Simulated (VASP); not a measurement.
# LiCl (P6_3/mmc) in VASP: further runs

LiCl is run at these levels: PBE; tasks: single point.

All numbers are computed with VASP 6.6.1; they aren't measurements. Logs are shortened: lines on timing, memory, paths and dates and some standing lists are left out, and cuts for length are marked.

## 1. The cell of the first run

Symmetry: P6_3/mmc, No. 194, hexagonal system. The conventional cell has a = 3.618 Å, b = 3.618 Å, c = 18.464 Å, α = 90.00°, β = 90.00°, γ = 120.00°. Li (site symmetry -6m2) has 6 Cl at 2.65 Å within 3.5 Å. Li (site symmetry 3m) has 6 Cl at 2.57 Å within 3.4 Å. Cl (site symmetry 3m) has 6 Li at 2.57 to 2.65 Å and 1 Cl at 3.26 Å within 3.4 Å. Within 3.4 Å of Cl (site symmetry -3m) lie 6 Li at 2.57 Å.

## 2. Single point, PBE

INCAR

```
SYSTEM = LiCl
PREC = Accurate
ENCUT = 520
EDIFF = 1E-6
ISMEAR = 0
SIGMA = 0.02
LREAL = .FALSE.
LASPH = .TRUE.
NELM = 100
ALGO = Normal
ISIF = 2
LWAVE = .FALSE.
LCHARG = .TRUE.
GGA = PE
LELF = .TRUE.
LVHAR = .TRUE.
NBANDS = 42
```

KPOINTS

```
regular mesh
0
G
  9 9 2
  0 0 0
```

POSCAR

```
LiCl
1.0
    3.6176542554      0.0000000000      0.0000000000
   -1.8088271277      3.1329804873      0.0000000000
    0.0000000000      0.0000000000     18.4643606057
Li Cl
6 6
Direct
    0.0000000000      0.0000000000      0.0000000000
    0.3333333333      0.6666666667      0.1692685892
    0.6666666667      0.3333333333      0.3307314108
    0.0000000000      0.0000000000      0.5000000000
    0.6666666667      0.3333333333      0.6692685892
    0.3333333333      0.6666666667      0.8307314108
    0.6666666667      0.3333333333      0.0883989885
    0.0000000000      0.0000000000      0.2500000000
    0.3333333333      0.6666666667      0.4116010115
    0.3333333333      0.6666666667      0.5883989885
    0.0000000000      0.0000000000      0.7500000000
    0.6666666667      0.3333333333      0.9116010115
```

Potentials or basis: VASP PAW PBE potentials, release 64 (Li_sv, Cl).

On the command line:

```bash
$ cat potpaw_PBE.64/Li_sv/POTCAR potpaw_PBE.64/Cl/POTCAR > POTCAR
$ mpirun -np 1 vasp_std > vasp.out
```

OUTCAR:

```text
SYSTEM = LiCl
   PREC = Accurate
   ENCUT = 520
   EDIFF = 1E-6
   ISMEAR = 0
   LREAL = .FALSE.
   LASPH = .TRUE.
   NELM = 100
   ISIF = 2
   GGA = PE

 ion  position               nearest neighbor table
   1  0.000  0.000  0.000-
   2  0.333  0.667  0.169-   8 2.57   8 2.57   8 2.57   7 2.57   7 2.57   7 2.57
   3  0.667  0.333  0.331-   8 2.57   8 2.57   8 2.57   9 2.57   9 2.57   9 2.57
   4  0.000  0.000  0.500-
   5  0.667  0.333  0.669-  11 2.57  11 2.57  11 2.57  10 2.57  10 2.57  10 2.57
   6  0.333  0.667  0.831-  11 2.57  11 2.57  11 2.57  12 2.57  12 2.57  12 2.57
   7  0.667  0.333  0.088-   2 2.57   2 2.57   2 2.57
   8  0.000  0.000  0.250-   2 2.57   3 2.57   3 2.57   2 2.57   3 2.57   2 2.57
   9  0.333  0.667  0.412-   3 2.57   3 2.57   3 2.57
  10  0.333  0.667  0.588-   5 2.57   5 2.57   5 2.57
  11  0.000  0.000  0.750-   5 2.57   6 2.57   5 2.57   6 2.57   5 2.57   6 2.57
  12  0.667  0.333  0.912-   6 2.57   6 2.57   6 2.57

  LATTYP: Found a hexagonal cell.
 ALAT       =     3.6176542554
 C/A-ratio  =     5.1039594450

  Lattice vectors:

 A1 = (   3.6176542554,   0.0000000000,   0.0000000000)
 A2 = (  -1.8088271277,   3.1329804873,   0.0000000000)
 A3 = (   0.0000000000,   0.0000000000,  18.4643606057)

Analysis of symmetry for initial positions (statically):
=====================================================================
 Subroutine PRICEL returns:
 Original cell was already a primitive cell.

 Routine SETGRP: Setting up the symmetry group for a
 hexagonal supercell.

 Subroutine GETGRP returns: Found 24 space group operations
 (whereof 12 operations were pure point group operations)
 out of a pool of 24 trial point group operations.

The static configuration has the point symmetry D_3h.
 The point group associated with its full space group is D_6h.

Analysis of symmetry for dynamics (positions and initial velocities):
=====================================================================
 Subroutine PRICEL returns:
 Original cell was already a primitive cell.

 Routine SETGRP: Setting up the symmetry group for a
 hexagonal supercell.

 Subroutine GETGRP returns: Found 24 space group operations
 (whereof 12 operations were pure point group operations)
 out of a pool of 24 trial point group operations.

The dynamic configuration has the point symmetry D_3h.
 The point group associated with its full space group is D_6h.

 Subroutine INISYM returns: Found 24 space group operations
 (whereof 12 operations are pure point group operations),
 and found     1 'primitive' translations

----------------------------------------------------------------------------------------

                                     Primitive cell

  volume of cell :     209.2758

  direct lattice vectors                    reciprocal lattice vectors
     3.617654255  0.000000000  0.000000000     0.276422214  0.159592440  0.000000000
    -1.808827128  3.132980487  0.000000000     0.000000000  0.319184880  0.000000000
     0.000000000  0.000000000 18.464360606     0.000000000  0.000000000  0.054158388

  length of vectors
     3.617654255  3.617654255 18.464360606     0.319184880  0.319184880  0.054158388

  position of ions in fractional coordinates (direct lattice)
     0.000000000  0.000000000  0.000000000
     0.333333333  0.666666667  0.169268589
     0.666666667  0.333333333  0.330731411
     0.000000000  0.000000000  0.500000000
     0.666666667  0.333333333  0.669268589
     0.333333333  0.666666667  0.830731411
     0.666666667  0.333333333  0.088398989
     0.000000000  0.000000000  0.250000000
     0.333333333  0.666666667  0.411601011
     0.333333333  0.666666667  0.588398989
     0.000000000  0.000000000  0.750000000
     0.666666667  0.333333333  0.911601011

  ion indices of the primitive-cell ions
   primitive index   ion index
                 1           1
                 2           2
                 3           3
                 4           4
                 5           5
                 6           6
                 7           7
                 8           8
                 9           9
                10          10
                11          11
                12          12

----------------------------------------------------------------------------------------

 KPOINTS: regular mesh

Automatic generation of k-mesh.
 Grid dimensions read from file:
 generate k-points for:    9    9    2

 Generating k-lattice:

  Cartesian coordinates                     Fractional coordinates (reciprocal lattice)
     0.030713579  0.017732493  0.000000000     0.111111111  0.000000000  0.000000000
     0.000000000  0.035464987  0.000000000     0.000000000  0.111111111  0.000000000
     0.000000000  0.000000000  0.027079194     0.000000000  0.000000000  0.500000000

  Length of vectors
     0.035464987  0.035464987  0.027079194

  Shift w.r.t. Gamma in fractional coordinates (k-lattice)
     0.000000000  0.000000000  0.000000000

 Subroutine IBZKPT returns following result:
 ===========================================

 Found     24 irreducible k-points:

 Following reciprocal coordinates:
            Coordinates               Weight
  0.000000  0.000000  0.000000      1.000000
  0.111111  0.000000  0.000000      6.000000
  0.222222  0.000000  0.000000      6.000000
  0.333333 -0.000000  0.000000      6.000000
  0.444444  0.000000  0.000000      6.000000
  0.111111  0.111111  0.000000      6.000000
[... 16 lines left out ...]
  0.333333  0.222222  0.500000     12.000000
  0.333333  0.333333  0.500000      2.000000
   k-points           NKPTS =     24   k-points in BZ     NKDIM =     24   number of bands    NBANDS=     42
   number of dos      NEDOS =    301   number of ions     NIONS =     12
   total plane-waves  NPLWV = 109760
   dimension x,y,z NGX =    28 NGY =   28 NGZ =  140
   dimension x,y,z NGXF=    56 NGYF=   56 NGZF=  280
   ions per type =               6   6
   NGX,Y,Z   is equivalent  to a cutoff of  12.87, 12.87, 12.61 a.u.
   NGXF,Y,Z  is equivalent  to a cutoff of  25.73, 25.73, 25.21 a.u.
 SYSTEM =  LiCl
   PREC   = accura    normal or accurate (medium, high low for compatibility)
   ISTART =      0    job   : 0-new  1-cont  2-samecut
   ICHARG =      2    charge: 1-file 2-atom 10-const
   ISPIN  =      1    spin polarized calculation?
   LNONCOLLINEAR =      F non collinear calculations
   LSORBIT =      F    spin-orbit coupling
   LASPH  =      T    aspherical Exc in radial PAW
   ENCUT  =  520.0 eV  38.22 Ry    6.18 a.u.   6.73  6.73 34.33*2*pi/ulx,y,z
   NELM   =    100;   NELMIN=  2; NELMDL= -5     # of ELM steps
   EDIFF  = 0.1E-05   stopping-criterion for ELM
   LREAL  =      F    real-space projection
   EDIFFG = 0.1E-04   stopping-criterion for IOM
   NSW    =      0    number of steps for IOM
   IBRION =     -1    ionic relax: 0-MD 1-quasi-New 2-CG
   NFREE  =      0    steps in history (QN), initial steepest desc. (CG)
   ISIF   =      2    stress and relaxation
   ISYM   =      2    0-nonsym 1-usesym 2-fastsym
   POTIM  = 0.5000    time-step for ionic-motion
   TEBEG  =    0.0;   TEEND  =   0.0 temperature during run
   PSTRESS=    0.0 pullay stress
   NELECT =      60.0000    total number of electrons
   NUPDOWN=      -1.0000    fix difference up-down
   EMIN   =  10.00;   EMAX   =-10.00  energy-range for DOS
   EFERMI =   0.00;   METHOD = LEGACY
   ISMEAR =     0;   SIGMA  =   0.02  broadening in eV -4-tet -1-fermi 0-gaus
   EFERMI_NEDOS =   21; number of points for ismear=-14 and -15
   IALGO  =     38    algorithm
   IMIX   =      4    mixing-type and parameters
     AMIX     =   0.40;   BMIX     =  1.00
     AMIX_MAG =   1.60;   BMIX_MAG =  1.00
  volume/ion in A,a.u.               =      17.44       117.69
  Fermi-wavevector in a.u.,A,eV,Ry     =   1.079491  2.039942 15.854872  1.165300
  Thomas-Fermi vector in A             =   2.215457
   LORBIT       =      0    0 simple, 1 ext, 2 COOP (PROOUT), +10 PAW based schemes
   GGA     = PE    functional components
   LHFCALC =     F    Hartree Fock is set to
   AEXX    =    0.0000 exact exchange contribution
   IVDW    =     0    specifies the selected vdW correction
   LEPSILON=     F    determine dielectric tensor
   LRPA    =     F    only Hartree local field effects (RPA)
 non-spin polarized calculation
 Gauss-broadening in eV      SIGMA  =   0.02
  energy-cutoff  :      520.00
  volume of cell :      209.28
 maximum number of plane-waves:      5672
 NGX is ok and might be reduce to    28

 number of electron      59.9999992 magnetization

 Free energy of the ion-electron system (eV)
  ---------------------------------------------------
  ext. energy  EPLUGINS =         0.00000000
  ---------------------------------------------------
  free energy    TOTEN  =       -43.90107738 eV

  energy without entropy =      -43.90107738  energy(sigma->0) =      -43.90107738

 E-fermi :   0.7348     XC(G=0):  -8.5693

 val. band max:        0.5148899571   @ k =   0.0000   0.0000   0.0000
 cond. band min:       6.3463165650   @ k =   0.0000   0.0000   0.0000
 fundamental gap:      5.8314266079
 Fermi energy:         0.7347892124

 k-point     1 :       0.0000    0.0000    0.0000
  band No.  band energies     occupation
      1     -43.5999      2.00000
      2     -43.5999      2.00000
      3     -43.0836      2.00000
      4     -43.0836      2.00000
      5     -43.0824      2.00000
      6     -43.0823      2.00000
[... 34 lines left out ...]
     41      10.5358      0.00000
     42      10.6754      0.00000
[... 994 lines left out ...]
      2     -43.5981      2.00000
      3     -43.0809      2.00000
      4     -43.0809      2.00000
      5     -43.0809      2.00000
      6     -43.0809      2.00000
[... 34 lines left out ...]
     41      10.8288      0.00000
     42      10.9305      0.00000

------------------------ aborting loop because EDIFF is reached ----------------------------------------

  FORCE on cell =-STRESS in cart. coord.  units (eV):
  Direction    XX          YY          ZZ          XY          YZ          ZX
  --------------------------------------------------------------------------------------
  -------------------------------------------------------------------------------------
  Total       -0.1807289     -0.1807289     -0.1532976      0.0000000      0.0000000      0.0000000
  in kB       -1.3836277     -1.3836277     -1.1736181      0.0000000      0.0000000      0.0000000
  external PRESSURE =      -1.3136245 kB  Pullay stress =       0.0000000 kB

 VOLUME and BASIS-vectors are now :
 -----------------------------------------------------------------------------
  energy-cutoff  :      520.00
  volume of cell :      209.28
      direct lattice vectors                 reciprocal lattice vectors
     3.617654255  0.000000000  0.000000000     0.276422214  0.159592440  0.000000000
    -1.808827128  3.132980487  0.000000000     0.000000000  0.319184880  0.000000000
     0.000000000  0.000000000 18.464360606     0.000000000  0.000000000  0.054158388

 POSITION                                       TOTAL-FORCE (eV/Angst)
 -----------------------------------------------------------------------------------
      0.00000      0.00000      0.00000         0.000000     -0.000000      0.000000
     -0.00000      2.08865      3.12544         0.000000     -0.000000     -0.001125
      1.80883      1.04433      6.10674        -0.000000      0.000000      0.001125
      0.00000      0.00000      9.23218         0.000000     -0.000000      0.000000
      1.80883      1.04433     12.35762        -0.000000      0.000000     -0.001125
     -0.00000      2.08865     15.33892         0.000000     -0.000000      0.001125
      1.80883      1.04433      1.63223         0.000000     -0.000000      0.002544
      0.00000      0.00000      4.61609         0.000000     -0.000000      0.000000
     -0.00000      2.08865      7.59995         0.000000      0.000000     -0.002544
     -0.00000      2.08865     10.86441         0.000000      0.000000      0.002544
      0.00000      0.00000     13.84827         0.000000     -0.000000      0.000000
      1.80883      1.04433     16.83213        -0.000000     -0.000000     -0.002544
 -----------------------------------------------------------------------------------
    total drift:                                0.000000      0.000000      0.000000

  FREE ENERGIE OF THE ION-ELECTRON SYSTEM (eV)
  ---------------------------------------------------
  free  energy   TOTEN  =       -43.9010773830 eV

  energy  without entropy=      -43.9010773830  energy(sigma->0) =      -43.90107738
```

Wall time 3.6 min (1 thread of Intel Xeon Platinum 8259CL at 2.50GHz (Skylake/Cascade Lake), shared host); peak memory 0.38 GiB.

Results:

```
Free energy            : -43.9011 eV
Band gap on the k mesh : 5.83 eV, direct
```

Forces in eV/Å, atoms in the order of the input:
```
Li   0.000  0.000  0.000
Li   0.000  0.000 -0.001
Li   0.000  0.000  0.001
Li   0.000  0.000  0.000
Li   0.000  0.000 -0.001
Li   0.000  0.000  0.001
Cl   0.000  0.000  0.003
Cl   0.000  0.000  0.000
Cl   0.000  0.000 -0.003
Cl   0.000  0.000  0.003
Cl   0.000  0.000  0.000
Cl   0.000  0.000 -0.003
```

Caveat: the cutoff is under 1.25 times the usual one of these potentials, so pressure, stress and relaxed cells hold a basis-set (Pulay) error. PBE gaps usually lie below the measured ones, often by a third to a half.

## 3. Single point, PBE

This run uses another cell than the first one: it holds 4 atoms, not 12.

INCAR

```
PREC = Accurate ; ENCUT = 520
EDIFF = 1E-6 ; ISMEAR = 0
SIGMA = 0.02 ; LREAL = False
LASPH = True ; NELM = 100
ALGO = Normal ; ISIF = 2
LWAVE = False ; LCHARG = False
GGA = PE ; NBANDS = 18
```

KPOINTS

```
Automatic mesh
0
Gamma
  9 9 6
```

POSCAR

```
LiCl
1.0
    3.6013592766      0.0000000000      0.0000000000
   -1.8006796383      3.1188686217      0.0000000000
    0.0000000000      0.0000000000      6.0727456975
Li Cl
2 2
Direct
    0.0000000000      0.0000000000      0.0000000000
    0.0000000000      0.0000000000      0.5000000000
    0.3333333333      0.6666666667      0.2500000000
    0.6666666667      0.3333333333      0.7500000000
```

Potentials or basis: VASP PAW PBE potentials, release 64 (Li_sv, Cl).

On the command line:

```bash
$ cat potpaw_PBE.64/Li_sv/POTCAR potpaw_PBE.64/Cl/POTCAR > POTCAR
$ mpirun -np 1 vasp_std > vasp.out
```

It took 49 s on 1 thread of Oxide Virtual Turin-like, shared host; peak memory 0.16 GiB.

It converged, with:

| Item | Value |
| --- | --- |
| Free energy | -14.7122 eV |
| Band gap on the k mesh | 6.23 eV, direct |

Levels at points of the mesh, in eV from the valence-band top:
```tsv
k point	band 8	band 9	band 10	band 11	band 12	band 13
(0.00, 0.00, 0.00)	-0.17	0.00	0.00	6.23	6.74	10.29
(0.00, 0.00, 0.50)	-0.10	-0.10	-0.10	7.11	7.11	10.49
```

Caveat: the cutoff is under 1.25 times the usual one of these potentials, so pressure, stress and relaxed cells hold a basis-set (Pulay) error. A k mesh can miss the band edges.
